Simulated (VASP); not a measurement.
# BIr3Pd (Pm-3m) in VASP: further runs

BIr3Pd is run at these levels: PBE; tasks: single point.

Everything below comes from runs of VASP 6.6.1. Logs are shortened: lines on timing, memory, paths and dates and some standing lists are left out, and cuts for length are marked.

## 1. The cell of the first run

The structure is cubic, space group Pm-3m (No. 221). Conventional cell: a = 3.845 Å, b = 3.845 Å, c = 3.845 Å, α = 90.00°, β = 90.00°, γ = 90.00°. B (site symmetry m-3m) has 12 Ir at 2.72 Å and 8 Pd at 3.33 Å within 3.6 Å. Within 2.5 Å of Pd (site symmetry m-3m) lie 6 Ir at 1.92 Å. Within 2.5 Å of Ir (site symmetry 4/mmm) lie 2 Pd at 1.92 Å.

## 2. Single point, PBE

INCAR reads:

```
SYSTEM = BIr3Pd
PREC = Accurate
ENCUT = 520
EDIFF = 1E-6
ISMEAR = 0
SIGMA = 0.1
LREAL = .False.
LASPH = .True.
NELM = 60
ALGO = Normal
ISIF = 2
LWAVE = .False.
LCHARG = .True.
GGA = PE
LELF = .True.
LVHAR = .True.
NBANDS = 28
```

KPOINTS reads:

```
Automatic mesh
0
Gamma
  4 4 4
  0 0 0
```

POSCAR reads:

```
BIr3Pd
1.0
    3.8453652800      0.0000000000      0.0000000000
    0.0000000000      3.8453652800      0.0000000000
    0.0000000000      0.0000000000      3.8453652800
B Pd Ir
1 1 3
Direct
    0.0000000000      0.0000000000      0.0000000000
    0.5000000000      0.5000000000      0.5000000000
    0.0000000000      0.5000000000      0.5000000000
    0.5000000000      0.5000000000      0.0000000000
    0.5000000000      0.0000000000      0.5000000000
```

Potentials or basis: VASP PAW PBE potentials, release 64 (B, Pd, Ir).

Launch:

```
$ cat potpaw_PBE.64/B/POTCAR potpaw_PBE.64/Pd/POTCAR potpaw_PBE.64/Ir/POTCAR > POTCAR
$ mpirun -np 1 vasp_std > vasp.out
```

OUTCAR:

```text
SYSTEM = BIr3Pd
   PREC = Accurate
   ENCUT = 520
   EDIFF = 1E-6
   ISMEAR = 0
   LREAL = .False.
   LASPH = .True.
   NELM = 60
   ISIF = 2
   GGA = PE

 ion  position               nearest neighbor table
   1  0.000  0.000  0.000-   3 2.72   4 2.72   5 2.72   3 2.72   5 2.72   3 2.72   4 2.72   3 2.72
                             4 2.72   5 2.72   5 2.72   4 2.72
   2  0.500  0.500  0.500-   3 1.92   4 1.92   5 1.92   4 1.92   5 1.92   3 1.92
   3  0.000  0.500  0.500-   2 1.92   2 1.92   4 2.72   5 2.72   1 2.72   4 2.72   1 2.72   5 2.72
                             1 2.72   1 2.72   4 2.72   5 2.72   4 2.72   5 2.72
   4  0.500  0.500  0.000-   2 1.92   2 1.92   3 2.72   5 2.72   1 2.72   3 2.72   5 2.72   1 2.72
                             5 2.72   5 2.72   1 2.72   3 2.72   3 2.72   1 2.72
   5  0.500  0.000  0.500-   2 1.92   2 1.92   3 2.72   4 2.72   1 2.72   4 2.72   1 2.72   3 2.72
                             4 2.72   4 2.72   1 2.72   3 2.72   1 2.72   3 2.72

  LATTYP: Found a simple cubic cell.
 ALAT       =     3.8453652800

  Lattice vectors:

 A1 = (   3.8453652800,   0.0000000000,   0.0000000000)
 A2 = (   0.0000000000,   3.8453652800,   0.0000000000)
 A3 = (   0.0000000000,   0.0000000000,   3.8453652800)

Analysis of symmetry for initial positions (statically):
=====================================================================
 Subroutine PRICEL returns:
 Original cell was already a primitive cell.

 Routine SETGRP: Setting up the symmetry group for a
 simple cubic supercell.

 Subroutine GETGRP returns: Found 48 space group operations
 (whereof 48 operations were pure point group operations)
 out of a pool of 48 trial point group operations.

The static configuration has the point symmetry O_h .

Analysis of symmetry for dynamics (positions and initial velocities):
=====================================================================
 Subroutine PRICEL returns:
 Original cell was already a primitive cell.

 Routine SETGRP: Setting up the symmetry group for a
 simple cubic supercell.

 Subroutine GETGRP returns: Found 48 space group operations
 (whereof 48 operations were pure point group operations)
 out of a pool of 48 trial point group operations.

The dynamic configuration has the point symmetry O_h .

 Subroutine INISYM returns: Found 48 space group operations
 (whereof 48 operations are pure point group operations),
 and found     1 'primitive' translations

----------------------------------------------------------------------------------------

                                     Primitive cell

  volume of cell :      56.8608

  direct lattice vectors                    reciprocal lattice vectors
     3.845365280  0.000000000  0.000000000     0.260053318  0.000000000  0.000000000
     0.000000000  3.845365280  0.000000000     0.000000000  0.260053318  0.000000000
     0.000000000  0.000000000  3.845365280     0.000000000  0.000000000  0.260053318

  length of vectors
     3.845365280  3.845365280  3.845365280     0.260053318  0.260053318  0.260053318

  position of ions in fractional coordinates (direct lattice)
     0.000000000  0.000000000  0.000000000
     0.500000000  0.500000000  0.500000000
     0.000000000  0.500000000  0.500000000
     0.500000000  0.500000000  0.000000000
     0.500000000  0.000000000  0.500000000

  ion indices of the primitive-cell ions
   primitive index   ion index
                 1           1
                 2           2
                 3           3
                 4           4
                 5           5

----------------------------------------------------------------------------------------

 KPOINTS: Automatic mesh

Automatic generation of k-mesh.
 Grid dimensions read from file:
 generate k-points for:    4    4    4

 Generating k-lattice:

  Cartesian coordinates                     Fractional coordinates (reciprocal lattice)
     0.065013330  0.000000000  0.000000000     0.250000000  0.000000000  0.000000000
     0.000000000  0.065013330  0.000000000     0.000000000  0.250000000  0.000000000
     0.000000000  0.000000000  0.065013330     0.000000000  0.000000000  0.250000000

  Length of vectors
     0.065013330  0.065013330  0.065013330

  Shift w.r.t. Gamma in fractional coordinates (k-lattice)
     0.000000000  0.000000000  0.000000000

 Subroutine IBZKPT returns following result:
 ===========================================

 Found     10 irreducible k-points:

 Following reciprocal coordinates:
            Coordinates               Weight
  0.000000  0.000000  0.000000      1.000000
  0.250000  0.000000  0.000000      6.000000
  0.500000  0.000000  0.000000      3.000000
  0.250000  0.250000  0.000000     12.000000
  0.500000  0.250000  0.000000     12.000000
  0.500000  0.500000  0.000000      3.000000
  0.250000  0.250000  0.250000      8.000000
  0.500000  0.250000  0.250000     12.000000
  0.500000  0.500000  0.250000      6.000000
  0.500000  0.500000  0.500000      1.000000
   k-points           NKPTS =     10   k-points in BZ     NKDIM =     10   number of bands    NBANDS=     28
   number of dos      NEDOS =    301   number of ions     NIONS =      5
   total plane-waves  NPLWV =  27000
   dimension x,y,z NGX =    30 NGY =   30 NGZ =   30
   dimension x,y,z NGXF=    60 NGYF=   60 NGZF=   60
   ions per type =               1   1   3
   NGX,Y,Z   is equivalent  to a cutoff of  12.97, 12.97, 12.97 a.u.
   NGXF,Y,Z  is equivalent  to a cutoff of  25.94, 25.94, 25.94 a.u.
 SYSTEM =  BIr3Pd
   PREC   = accura    normal or accurate (medium, high low for compatibility)
   ISTART =      0    job   : 0-new  1-cont  2-samecut
   ICHARG =      2    charge: 1-file 2-atom 10-const
   ISPIN  =      1    spin polarized calculation?
   LNONCOLLINEAR =      F non collinear calculations
   LSORBIT =      F    spin-orbit coupling
   LASPH  =      T    aspherical Exc in radial PAW
   ENCUT  =  520.0 eV  38.22 Ry    6.18 a.u.   7.15  7.15  7.15*2*pi/ulx,y,z
   NELM   =     60;   NELMIN=  2; NELMDL= -5     # of ELM steps
   EDIFF  = 0.1E-05   stopping-criterion for ELM
   LREAL  =      F    real-space projection
   EDIFFG = 0.1E-04   stopping-criterion for IOM
   NSW    =      0    number of steps for IOM
   IBRION =     -1    ionic relax: 0-MD 1-quasi-New 2-CG
   NFREE  =      0    steps in history (QN), initial steepest desc. (CG)
   ISIF   =      2    stress and relaxation
   ISYM   =      2    0-nonsym 1-usesym 2-fastsym
   POTIM  = 0.5000    time-step for ionic-motion
   TEBEG  =    0.0;   TEEND  =   0.0 temperature during run
   PSTRESS=    0.0 pullay stress
   NELECT =      40.0000    total number of electrons
   NUPDOWN=      -1.0000    fix difference up-down
   EMIN   =  10.00;   EMAX   =-10.00  energy-range for DOS
   EFERMI =   0.00;   METHOD = LEGACY
   ISMEAR =     0;   SIGMA  =   0.10  broadening in eV -4-tet -1-fermi 0-gaus
   EFERMI_NEDOS =   21; number of points for ismear=-14 and -15
   IALGO  =     38    algorithm
   IMIX   =      4    mixing-type and parameters
     AMIX     =   0.40;   BMIX     =  1.00
     AMIX_MAG =   1.60;   BMIX_MAG =  1.00
  volume/ion in A,a.u.               =      11.37        76.74
  Fermi-wavevector in a.u.,A,eV,Ry     =   1.455986  2.751415 28.842929  2.119896
  Thomas-Fermi vector in A             =   2.572957
   LORBIT       =      0    0 simple, 1 ext, 2 COOP (PROOUT), +10 PAW based schemes
   GGA     = PE    functional components
   LHFCALC =     F    Hartree Fock is set to
   AEXX    =    0.0000 exact exchange contribution
   IVDW    =     0    specifies the selected vdW correction
   LEPSILON=     F    determine dielectric tensor
   LRPA    =     F    only Hartree local field effects (RPA)
 non-spin polarized calculation
 Gauss-broadening in eV      SIGMA  =   0.10
  energy-cutoff  :      520.00
  volume of cell :       56.86
 maximum number of plane-waves:      1568
 NGX is ok and might be reduce to    30
   NGX = 15   NGY = 15   NGZ = 15

 number of electron      40.0000000 magnetization

 Free energy of the ion-electron system (eV)
  ---------------------------------------------------
  ext. energy  EPLUGINS =         0.00000000
  ---------------------------------------------------
  free energy    TOTEN  =        -0.26950972 eV

  energy without entropy =       -0.22490097  energy(sigma->0) =       -0.24720535

 E-fermi :  12.8504     XC(G=0): -14.0182

 val. band max:       12.7895151678   @ k =   0.5000   0.0000   0.0000
 cond. band min:      12.8809331770   @ k =   0.2500   0.2500   0.2500
 fundamental gap:      0.0914180092
 Fermi energy:        12.8503860797

 k-point     1 :       0.0000    0.0000    0.0000
  band No.  band energies     occupation
      1      -1.5770      2.00000
      2      -1.5770      2.00000
      3      -1.3944      2.00000
      4      -1.3944      2.00000
      5      -1.3944      2.00000
      6       0.4642      2.00000
[... 20 lines left out ...]
     27      18.8375      0.00000
     28      18.8375      0.00000

 k-point     2 :       0.2500    0.0000    0.0000
  band No.  band energies     occupation
      1      -1.5555      2.00000
      2      -1.3452      2.00000
      3      -0.6699      2.00000
      4      -0.6699      2.00000
      5      -0.5724      2.00000
      6       1.4482      2.00000
[... 20 lines left out ...]
     27      19.4416      0.00000
     28      19.4416      0.00000

 k-point     3 :       0.5000    0.0000    0.0000
  band No.  band energies     occupation
      1      -1.5342      2.00000
      2      -1.2949      2.00000
      3       0.1157      2.00000
      4       0.3112      2.00000
      5       0.3112      2.00000
      6       3.3281      2.00000
[... 182 lines left out ...]
      3       1.2954      2.00000
      4       2.3226      2.00000
      5       4.1031      2.00000
      6       4.4226      2.00000
[... 20 lines left out ...]
     27      17.7406      0.00000
     28      20.7038      0.00000

 k-point    10 :       0.5000    0.5000    0.5000
  band No.  band energies     occupation
      1       2.7013      2.00000
      2       2.7013      2.00000
      3       2.7013      2.00000
      4       3.1849      2.00000
      5       4.4440      2.00000
      6       4.4440      2.00000
[... 20 lines left out ...]
     27      16.8426      0.00000
     28      16.8426      0.00000

------------------------ aborting loop because EDIFF is reached ----------------------------------------

  FORCE on cell =-STRESS in cart. coord.  units (eV):
  Direction    XX          YY          ZZ          XY          YZ          ZX
  --------------------------------------------------------------------------------------
  -------------------------------------------------------------------------------------
  Total       93.7857948     93.7857948     93.7857948      0.0000000     -0.0000000      0.0000000
  in kB     2642.6207666   2642.6207666   2642.6207666      0.0000000     -0.0000000      0.0000000
  external PRESSURE =    2642.6207666 kB  Pullay stress =       0.0000000 kB

 VOLUME and BASIS-vectors are now :
 -----------------------------------------------------------------------------
  energy-cutoff  :      520.00
  volume of cell :       56.86
      direct lattice vectors                 reciprocal lattice vectors
     3.845365280  0.000000000  0.000000000     0.260053318  0.000000000  0.000000000
     0.000000000  3.845365280  0.000000000     0.000000000  0.260053318  0.000000000
     0.000000000  0.000000000  3.845365280     0.000000000  0.000000000  0.260053318

 POSITION                                       TOTAL-FORCE (eV/Angst)
 -----------------------------------------------------------------------------------
      0.00000      0.00000      0.00000         0.000000      0.000000      0.000000
      1.92268      1.92268      1.92268         0.000000      0.000000      0.000000
      0.00000      1.92268      1.92268         0.000000      0.000000      0.000000
      1.92268      1.92268      0.00000         0.000000      0.000000      0.000000
      1.92268      0.00000      1.92268         0.000000      0.000000      0.000000
 -----------------------------------------------------------------------------------
    total drift:                                0.000000      0.000000     -0.000000

  FREE ENERGIE OF THE ION-ELECTRON SYSTEM (eV)
  ---------------------------------------------------
  free  energy   TOTEN  =        -0.2695097206 eV

  energy  without entropy=       -0.2249009716  energy(sigma->0) =       -0.24720535
```

Run time: 27 s. Hardware: 1 thread of AMD EPYC 7R43 (Zen 3), shared host; peak memory 0.14 GiB.

Results:

| Quantity | Value |
| --- | --- |
| Free energy | -0.2695 eV |
| Pressure | 264.3 GPa |
| Band gap on the k mesh | zero (band 20 reaches 13.31 eV, above the bottom of band 21 at 11.67 eV) |

Caveat: the k points lie up to 0.41 Å⁻¹ apart; spin-orbit coupling is left out, which moves the levels of the heavy elements.

## 3. Single point, PBE

INCAR reads:

```
SYSTEM = BIr3Pd
PREC = Accurate
ENCUT = 540
EDIFF = 1E-6
ISMEAR = 0
SIGMA = 0.1
LREAL = .False.
LASPH = .True.
NELM = 120
ALGO = Normal
ISIF = 2
LWAVE = .False.
LCHARG = .True.
GGA = PE
LELF = .True.
LVHAR = .True.
NBANDS = 44
GGA_COMPAT = .False.
```

KPOINTS is that of step 2.

POSCAR is that of step 2.

Potentials or basis: VASP PAW PBE potentials, release 64 (B, Pd_sv_GW, Ir_sv_GW).

Launch:

```
$ cat potpaw_PBE.64/B/POTCAR potpaw_PBE.64/Pd_sv_GW/POTCAR potpaw_PBE.64/Ir_sv_GW/POTCAR > POTCAR
$ mpirun -np 1 vasp_std > vasp.out
```

Run time: 59 s. Hardware: 1 thread of Intel Xeon Platinum 8375C at 2.90GHz (Ice Lake), shared host; peak memory 0.19 GiB.

The run converged. Its results:

| Item | Value |
| --- | --- |
| Free energy | 2.0046 eV |
| Pressure | 304.1 GPa |
| Band gap on the k mesh | zero (band 36 reaches 14.68 eV, above the bottom of band 37 at 13.01 eV) |

Levels at points of the mesh, in eV from the Fermi level:
| k point | band 33 | band 34 | band 35 | band 36 | band 37 | band 38 | band 39 | band 40 |
| --- | --- | --- | --- | --- | --- | --- | --- | --- |
| (0.00, 0.00, 0.00) | -0.29 | -0.29 | 0.46 | 0.46 | 0.46 | 0.67 | 1.16 | 3.50 |
| (0.50, 0.00, 0.00) | -2.05 | -0.29 | -0.06 | -0.06 | 0.42 | 0.71 | 2.84 | 2.84 |
| (0.50, 0.50, 0.00) | -2.55 | -1.27 | -1.18 | -0.31 | -0.07 | -0.07 | 0.57 | 0.57 |
| (0.50, 0.50, 0.50) | -2.91 | -2.91 | -1.47 | -1.47 | -0.48 | -0.24 | -0.24 | -0.24 |

Caveat: the k points lie up to 0.41 Å⁻¹ apart; spin-orbit coupling is left out, which moves the levels of the heavy elements.
